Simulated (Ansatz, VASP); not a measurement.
Two plane-wave programs on KBaCeBiO6

```xyz
10
Lattice="0.0000 4.3391 4.3391 4.3391 0.0000 4.3391 4.3391 4.3391 0.0000" Properties=species:S:1:pos:R:3 pbc="T T T"
Ba    6.5087    6.5087    6.5087
Bi    0.0000    0.0000    0.0000
Ce    4.3391    4.3391    4.3391
K     2.1696    2.1696    2.1696
O     2.0982    4.3391    4.3391
O     6.5801    4.3391    4.3391
O     4.3391    2.0982    4.3391
O     4.3391    6.5801    4.3391
O     4.3391    4.3391    2.0982
O     4.3391    4.3391    6.5801
```

Alike in both runs: functional PBE; k mesh 4 × 4 × 4; occupations gaussian, width 0.1 eV; no spin polarisation; Hubbard terms Ce f U = 5.0 eV, O p U = 5.5 eV.

Ansatz relaxed the structure, and its values are those at the end. VASP's run is a single point on that final structure, the one shown.

|  | VASP | Ansatz |
| --- | --- | --- |
| version | VASP 6.6.1 | Ansatz 0.2.0 |
| potentials or method | VASP PAW PBE potentials, release 64 (Ba_sv, Bi_d, Ce, K_sv, O), cutoff 600 eV | scalar-relativistic, plane waves, PAW |
| valence electrons in the cell | 82 | 82 |

|  | VASP | Ansatz | Ansatz less VASP |
| --- | --- | --- | --- |
| gap on the k mesh at the Fermi level (eV) | 2.24 | 2.42 | +0.180 |
| least direct gap on the mesh (eV) | 2.27 | 2.42 | +0.144 |
| pressure (GPa) | 1.7 | -0.3 | -1.97 |
| rms of the force components (eV/Å) | 0.196 | 0.007 | -0.1887 |

The programs project onto different local orbitals, so the same U acts differently, and such runs can settle in different states.

Neither program's run includes spin-orbit coupling.
